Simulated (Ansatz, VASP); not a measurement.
# KCl: VASP beside Ansatz

```
K Cl
1.0
     0.00000    3.25172    3.25172
     3.25172    0.00000    3.25172
     3.25172    3.25172    0.00000
K Cl
1 1
Direct
  0.00000 0.00000 0.00000
  0.50000 0.50000 0.50000
```

Alike in both runs: task single point; functional PBE; k mesh 6 × 6 × 6; no spin polarisation.

|  | VASP | Ansatz |
| --- | --- | --- |
| version | VASP 6.6.1 | Ansatz 0.2.0 |
| potentials or method | VASP PAW PBE potentials, release 64 (K_sv, Cl) | plane waves, PAW |
| plane-wave cutoff (eV) | 520 | 420 |
| occupations | gaussian, width 0.01 eV | fixed |
| valence electrons in the cell | 16 | 16 |

Ansatz gave:

* gap on the k mesh at the Fermi level (eV): 4.87
* pressure (GPa): -0.8

Problem. Estimate VASP's values.

Solution. gap on the k mesh at the Fermi level (eV): 4.86; pressure (GPa): -0.8.
